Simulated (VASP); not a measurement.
# Rh (P6_3/mmc) in VASP: a series of runs

Rh is run at these levels: BLYP; tasks: single point.

Program: VASP 6.6.1. These are calculated values, not measurements. Logs are shortened: lines on timing, memory, paths and dates and some standing lists are left out, and cuts for length are marked.

**1. The cell of the first run**

The structure is hexagonal, space group P6_3/mmc (No. 194). Conventional cell: a = 2.686 Å, b = 2.686 Å, c = 8.760 Å, α = 90.00°, β = 90.00°, γ = 120.00°. Rh (site symmetry -3m) has 12 Rh at 2.68 to 2.69 Å within 3.5 Å. Within 3.5 Å of Rh (site symmetry -6m2) lie 12 Rh at 2.68 to 2.69 Å.

**2. Single point, BLYP (volume scaled by 0.92)**

The input, INCAR:

```
  PREC = Accurate
  ENCUT = 520
  EDIFF = 1E-6
  ISMEAR = -1
  SIGMA = 0.1
  LREAL = False
  LASPH = True
  NELM = 100
  ALGO = Normal
  ISIF = 2
  LWAVE = False
  LCHARG = True
  GGA = B5
  ALDAX = 1.0
  AGGAX = 1.0
  AGGAC = 1.0
  ALDAC = 0.0
  LELF = True
  LVHAR = True
  NBANDS = 38
```

The input, KPOINTS:

```
regular mesh
0
Gamma
  15 15 4
```

The input, POSCAR:

```
Rh
1.0
    2.6862880398      0.0000000000      0.0000000000
   -1.3431440199      2.3263936844      0.0000000000
    0.0000000000      0.0000000000      8.7602450494
Rh
4
Direct
    0.0000000000      1.0000000000      0.0000000000
    1.0000000000      1.0000000000      0.5000000000
    0.3333333333      0.6666666667      0.2500000000
    0.6666666667      0.3333333333      0.7500000000
```

Potentials or basis: VASP PAW PBE potentials, release 64 (Rh_pv).

Run with:

```
> cat potpaw_PBE.64/Rh_pv/POTCAR > POTCAR
> mpirun -np 1 vasp_std > vasp.out
```

OUTCAR:

```text
PREC = Accurate
   ENCUT = 520
   EDIFF = 1E-6
   ISMEAR = -1
   LREAL = False
   LASPH = True
   NELM = 100
   ISIF = 2
   GGA = B5

 ion  position               nearest neighbor table
   1  0.000  0.000  0.000-   3 2.68   4 2.68   4 2.68   3 2.68   4 2.68   3 2.68
   2  0.000  0.000  0.500-   3 2.68   4 2.68   4 2.68   3 2.68   4 2.68   3 2.68
   3  0.333  0.667  0.250-   1 2.68   2 2.68   1 2.68   2 2.68   1 2.68   2 2.68
   4  0.667  0.333  0.750-   1 2.68   2 2.68   1 2.68   2 2.68   1 2.68   2 2.68

  LATTYP: Found a hexagonal cell.
 ALAT       =     2.6862880398
 C/A-ratio  =     3.2610966954

  Lattice vectors:

 A1 = (   2.6862880398,   0.0000000000,   0.0000000000)
 A2 = (  -1.3431440199,   2.3263936844,   0.0000000000)
 A3 = (   0.0000000000,   0.0000000000,   8.7602450494)

Analysis of symmetry for initial positions (statically):
=====================================================================
 Subroutine PRICEL returns:
 Original cell was already a primitive cell.

 Routine SETGRP: Setting up the symmetry group for a
 hexagonal supercell.

 Subroutine GETGRP returns: Found 24 space group operations
 (whereof 12 operations were pure point group operations)
 out of a pool of 24 trial point group operations.

The static configuration has the point symmetry D_3d.
 The point group associated with its full space group is D_6h.

Analysis of symmetry for dynamics (positions and initial velocities):
=====================================================================
 Subroutine PRICEL returns:
 Original cell was already a primitive cell.

 Routine SETGRP: Setting up the symmetry group for a
 hexagonal supercell.

 Subroutine GETGRP returns: Found 24 space group operations
 (whereof 12 operations were pure point group operations)
 out of a pool of 24 trial point group operations.

The dynamic configuration has the point symmetry D_3d.
 The point group associated with its full space group is D_6h.

 Subroutine INISYM returns: Found 24 space group operations
 (whereof 12 operations are pure point group operations),
 and found     1 'primitive' translations

----------------------------------------------------------------------------------------

                                     Primitive cell

  volume of cell :      54.7460

  direct lattice vectors                    reciprocal lattice vectors
     2.686288040  0.000000000  0.000000000     0.372260899  0.214924930  0.000000000
    -1.343144020  2.326393684  0.000000000     0.000000000  0.429849860  0.000000000
     0.000000000  0.000000000  8.760245049     0.000000000  0.000000000  0.114152058

  length of vectors
     2.686288040  2.686288040  8.760245049     0.429849860  0.429849860  0.114152058

  position of ions in fractional coordinates (direct lattice)
     0.000000000  0.000000000  0.000000000
     0.000000000  0.000000000  0.500000000
     0.333333333  0.666666667  0.250000000
     0.666666667  0.333333333  0.750000000

  ion indices of the primitive-cell ions
   primitive index   ion index
                 1           1
                 2           2
                 3           3
                 4           4

----------------------------------------------------------------------------------------

 KPOINTS: regular mesh

Automatic generation of k-mesh.
 Grid dimensions read from file:
 generate k-points for:   15   15    4

 Generating k-lattice:

  Cartesian coordinates                     Fractional coordinates (reciprocal lattice)
     0.024817393  0.014328329  0.000000000     0.066666667  0.000000000  0.000000000
     0.000000000  0.028656657  0.000000000     0.000000000  0.066666667  0.000000000
     0.000000000  0.000000000  0.028538014     0.000000000  0.000000000  0.250000000

  Length of vectors
     0.028656657  0.028656657  0.028538014

  Shift w.r.t. Gamma in fractional coordinates (k-lattice)
     0.000000000  0.000000000  0.000000000

 Subroutine IBZKPT returns following result:
 ===========================================

 Found     81 irreducible k-points:

 Following reciprocal coordinates:
            Coordinates               Weight
  0.000000  0.000000  0.000000      1.000000
  0.066667  0.000000  0.000000      6.000000
  0.133333  0.000000  0.000000      6.000000
  0.200000  0.000000  0.000000      6.000000
  0.266667  0.000000  0.000000      6.000000
  0.333333  0.000000  0.000000      6.000000
[... 16 lines left out ...]
  0.333333  0.200000  0.000000     12.000000
  0.400000  0.200000  0.000000      6.000000
 [... further k-points ...]
   k-points           NKPTS =     81   k-points in BZ     NKDIM =     81   number of bands    NBANDS=     38
   number of dos      NEDOS =    301   number of ions     NIONS =      4
   total plane-waves  NPLWV =  28000
   dimension x,y,z NGX =    20 NGY =   20 NGZ =   70
   dimension x,y,z NGXF=    40 NGYF=   40 NGZF=  140
   ions per type =               4
   NGX,Y,Z   is equivalent  to a cutoff of  12.38, 12.38, 13.28 a.u.
   NGXF,Y,Z  is equivalent  to a cutoff of  24.75, 24.75, 26.57 a.u.
 SYSTEM =  unknown system
   PREC   = accura    normal or accurate (medium, high low for compatibility)
   ISTART =      0    job   : 0-new  1-cont  2-samecut
   ICHARG =      2    charge: 1-file 2-atom 10-const
   ISPIN  =      1    spin polarized calculation?
   LNONCOLLINEAR =      F non collinear calculations
   LSORBIT =      F    spin-orbit coupling
   LASPH  =      T    aspherical Exc in radial PAW
   ENCUT  =  520.0 eV  38.22 Ry    6.18 a.u.   4.99  4.99 16.29*2*pi/ulx,y,z
   NELM   =    100;   NELMIN=  2; NELMDL= -5     # of ELM steps
   EDIFF  = 0.1E-05   stopping-criterion for ELM
   LREAL  =      F    real-space projection
   EDIFFG = 0.1E-04   stopping-criterion for IOM
   NSW    =      0    number of steps for IOM
   IBRION =     -1    ionic relax: 0-MD 1-quasi-New 2-CG
   NFREE  =      0    steps in history (QN), initial steepest desc. (CG)
   ISIF   =      2    stress and relaxation
   ISYM   =      2    0-nonsym 1-usesym 2-fastsym
   POTIM  = 0.5000    time-step for ionic-motion
   TEBEG  =    0.0;   TEEND  =   0.0 temperature during run
   PSTRESS=    0.0 pullay stress
   NELECT =      60.0000    total number of electrons
   NUPDOWN=      -1.0000    fix difference up-down
   EMIN   =  10.00;   EMAX   =-10.00  energy-range for DOS
   EFERMI =   0.00;   METHOD = LEGACY
   ISMEAR =    -1;   SIGMA  =   0.10  broadening in eV -4-tet -1-fermi 0-gaus
   EFERMI_NEDOS =   21; number of points for ismear=-14 and -15
   IALGO  =     38    algorithm
   IMIX   =      4    mixing-type and parameters
     AMIX     =   0.40;   BMIX     =  1.00
     AMIX_MAG =   1.60;   BMIX_MAG =  1.00
  volume/ion in A,a.u.               =      13.69        92.36
  Fermi-wavevector in a.u.,A,eV,Ry     =   1.687879  3.189628 38.762107  2.848935
  Thomas-Fermi vector in A             =   2.770285
   LORBIT       =      0    0 simple, 1 ext, 2 COOP (PROOUT), +10 PAW based schemes
   GGA     = B5    functional components
   LHFCALC =     F    Hartree Fock is set to
   AEXX    =    0.0000 exact exchange contribution
   IVDW    =     0    specifies the selected vdW correction
   LEPSILON=     F    determine dielectric tensor
   LRPA    =     F    only Hartree local field effects (RPA)
 non-spin polarized calculation
  energy-cutoff  :      520.00
  volume of cell :       54.75
 maximum number of plane-waves:      1505
 NGX is ok and might be reduce to    20
   NGX =  9   NGY =  9   NGZ = 33

 number of electron      59.9999994 magnetization

 Free energy of the ion-electron system (eV)
  ---------------------------------------------------
  ext. energy  EPLUGINS =         0.00000000
  ---------------------------------------------------
  free energy    TOTEN  =       -24.36109717 eV

  energy without entropy =      -24.17160221  energy(sigma->0) =      -24.26634969

 E-fermi :  12.5349     XC(G=0): -13.4088

 val. band max:       12.5339369520   @ k =   0.3333   0.3333   0.2500
 cond. band min:      12.5370505217   @ k =   0.2667   0.1333   0.0000
 fundamental gap:      0.0031135697
 Fermi energy:        12.5348933725

 k-point     1 :       0.0000    0.0000    0.0000
  band No.  band energies     occupation
      1     -34.4369      2.00000
      2     -34.0677      2.00000
      3     -34.0637      2.00000
      4     -33.7887      2.00000
      5     -33.7887      2.00000
      6     -33.7451      2.00000
[... 30 lines left out ...]
     37      21.2558      0.00000
     38      27.2996      0.00000

 k-point     2 :       0.0667    0.0000    0.0000
  band No.  band energies     occupation
      1     -34.4263      2.00000
      2     -34.0703      2.00000
      3     -34.0669      2.00000
      4     -33.8135      2.00000
      5     -33.7967      2.00000
      6     -33.7639      2.00000
[... 30 lines left out ...]
     37      21.2302      0.00000
     38      27.4768      0.00000

 k-point     3 :       0.1333    0.0000    0.0000
  band No.  band energies     occupation
      1     -34.3956      2.00000
      2     -34.0824      2.00000
      3     -34.0817      2.00000
      4     -33.8815      2.00000
      5     -33.8188      2.00000
      6     -33.8157      2.00000
[... 30 lines left out ...]
     37      21.1660      0.00000
     38      27.8935      0.00000

 k-point     4 :       0.2000    0.0000    0.0000
  band No.  band energies     occupation
      1     -34.3483      2.00000
      2     -34.1243      2.00000
      3     -34.1162      2.00000
      4     -33.9778      2.00000
      5     -33.9040      2.00000
      6     -33.8505      2.00000
[... 30 lines left out ...]
     37      21.1019      0.00000
     38      27.8269      0.00000
[... 703 lines left out ...]
      4     -34.1889      2.00000
      5     -34.1534      2.00000
      6     -34.0397      2.00000
[... 30 lines left out ...]
     37      22.7251      0.00000
     38      22.7512      0.00000

 k-point    23 :       0.3333    0.2000    0.0000
  band No.  band energies     occupation
      1     -34.3503      2.00000
      2     -34.3201      2.00000
      3     -34.2465      2.00000
      4     -34.2171      2.00000
      5     -34.1068      2.00000
      6     -34.0667      2.00000
[... 30 lines left out ...]
     37      22.5782      0.00000
     38      22.7228      0.00000

 k-point    24 :       0.4000    0.2000    0.0000
  band No.  band energies     occupation
      1     -34.3627      2.00000
      2     -34.3297      2.00000
      3     -34.2547      2.00000
      4     -34.2286      2.00000
      5     -34.0873      2.00000
      6     -34.0704      2.00000
[... 30 lines left out ...]
     37      22.0080      0.00000
     38      22.0137      0.00000

 [... further k-points ...]
[... 5 lines left out ...]
  --------------------------------------------------------------------------------------
  -------------------------------------------------------------------------------------
  Total        7.7086427      7.7086427      7.7879872      0.0000000      0.0000000      0.0000000
  in kB      225.5986279    225.5986279    227.9206980      0.0000000      0.0000000      0.0000000
  external PRESSURE =     226.3726513 kB  Pullay stress =       0.0000000 kB

 VOLUME and BASIS-vectors are now :
 -----------------------------------------------------------------------------
  energy-cutoff  :      520.00
  volume of cell :       54.75
      direct lattice vectors                 reciprocal lattice vectors
     2.686288040  0.000000000  0.000000000     0.372260899  0.214924930  0.000000000
    -1.343144020  2.326393684  0.000000000     0.000000000  0.429849860  0.000000000
     0.000000000  0.000000000  8.760245049     0.000000000  0.000000000  0.114152058

 POSITION                                       TOTAL-FORCE (eV/Angst)
 -----------------------------------------------------------------------------------
      0.00000      0.00000      0.00000        -0.000000      0.000000      0.000000
      0.00000      0.00000      4.38012        -0.000000      0.000000      0.000000
     -0.00000      1.55093      2.19006        -0.000000      0.000000      0.000000
      1.34314      0.77546      6.57018         0.000000      0.000000     -0.000000
 -----------------------------------------------------------------------------------
    total drift:                                0.000000     -0.000000      0.000000

  FREE ENERGIE OF THE ION-ELECTRON SYSTEM (eV)
  ---------------------------------------------------
  free  energy   TOTEN  =       -24.3610971666 eV

  energy  without entropy=      -24.1716022092  energy(sigma->0) =      -24.26634969
```

Run time: 1.8 min. Hardware: 1 thread of Intel Xeon Platinum 8488C (Sapphire Rapids), shared host; peak memory 0.25 GiB.

Results:

| Property | Result |
| --- | --- |
| Free energy | -24.3611 eV |
| Pressure | 22.6 GPa |
| Band gap on the k mesh | zero (band 30 reaches 13.28 eV, above the bottom of band 31 at 11.35 eV) |

Caveat: the PAW data sets were made with another functional, which shifts forces and pressure a little.

(Part 1 of 2 ends here.)
